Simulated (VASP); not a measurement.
SnTe: single point with PBE

Crystal: SnTe.

```
Sn Te
1.0
     0.00000    6.37866    6.37866
     6.37866    0.00000    6.37866
     6.37866    6.37866    0.00000
Sn Te
8 8
Direct
  0.00266 0.99639 0.99866
  0.98099 0.99668 0.50970
  0.99302 0.49576 0.00992
  0.00354 0.50509 0.49924
  0.48662 0.99821 0.00681
  0.50293 0.99857 0.50255
  0.50084 0.50151 0.99007
  0.49978 0.49592 0.50315
  0.25215 0.24518 0.25297
  0.24197 0.24877 0.75578
  0.25590 0.74908 0.25180
  0.25672 0.75851 0.74338
  0.75838 0.24654 0.24087
  0.75658 0.25916 0.74235
  0.75288 0.74710 0.25299
  0.75040 0.75670 0.74564
```

```yaml
Program: VASP 6.6.1
Task: single point
Functional: PBE
Potentials_or_basis: VASP PAW PBE potentials, release 64 (Sn_d, Te)
Cutoff: 520 eV
k_mesh: 2 × 2 × 2
Occupations: fermi-dirac, width 0.112 eV
Spin: no spin polarisation
```

The pressure is 0.4 GPa and the largest force is 0.352 eV/Å. The band gap on the k mesh is 0.04 eV.

Forces in eV/Å, atoms in the order of the input:
```
Sn   0.014 -0.042 -0.127
Sn  -0.075  0.035  0.341
Sn  -0.006  0.108  0.058
Sn  -0.087 -0.113 -0.250
Sn   0.115  0.082  0.139
Sn   0.012 -0.179 -0.154
Sn   0.096 -0.023 -0.338
Sn   0.016 -0.011  0.004
Te   0.016 -0.109  0.213
Te  -0.061  0.137  0.243
Te  -0.003 -0.102  0.126
Te  -0.194  0.004 -0.090
Te   0.211  0.022  0.127
Te  -0.033  0.107 -0.057
Te   0.037 -0.090 -0.017
Te  -0.059  0.172 -0.217
```

Stress tensor (GPa, compression positive):
```
 0.31  0.00 -0.01
 0.00  0.31  0.00
-0.01  0.00  0.65
```

Levels at points of the mesh, in eV from the valence-band top:
| k point | band 76 | band 77 | band 78 | band 79 | band 80 | band 81 | band 82 | band 83 | band 84 | band 85 |
| --- | --- | --- | --- | --- | --- | --- | --- | --- | --- | --- |
| (0.00, 0.00, 0.00) | -1.67 | -0.14 | -0.12 | -0.02 | 0.00 | 0.04 | 0.05 | 0.17 | 0.18 | 0.42 |
| (0.50, 0.00, 0.00) | -1.94 | -1.90 | -1.86 | -1.00 | -0.94 | 1.52 | 1.55 | 1.56 | 1.60 | 1.62 |
| (0.00, 0.50, 0.00) | -1.94 | -1.90 | -1.83 | -1.00 | -0.95 | 1.52 | 1.54 | 1.57 | 1.60 | 1.62 |
| (0.00, 0.00, 0.50) | -1.96 | -1.89 | -1.86 | -1.00 | -0.94 | 1.50 | 1.55 | 1.58 | 1.61 | 1.65 |
| (0.50, 0.50, 0.50) | -1.93 | -1.90 | -1.78 | -1.02 | -0.93 | 1.47 | 1.55 | 1.56 | 1.58 | 1.62 |
| (0.50, 0.50, 0.00) | -1.00 | -0.98 | -0.93 | -0.83 | -0.80 | 0.85 | 0.89 | 0.90 | 0.95 | 0.97 |
| (0.00, 0.50, 0.50) | -1.04 | -0.95 | -0.89 | -0.82 | -0.79 | 0.83 | 0.85 | 0.86 | 0.94 | 0.96 |
| (0.50, 0.00, 0.50) | -1.02 | -0.95 | -0.90 | -0.81 | -0.79 | 0.83 | 0.85 | 0.87 | 0.93 | 0.95 |

It took 20 min on 1 thread of Intel(R) Xeon(R) Platinum 8488C (Sapphire Rapids) (shared host), peak memory 0.78 GiB.

Caveat: the k points lie up to 0.43 Å⁻¹ apart; spin-orbit coupling is left out, which moves the levels of the heavy elements.
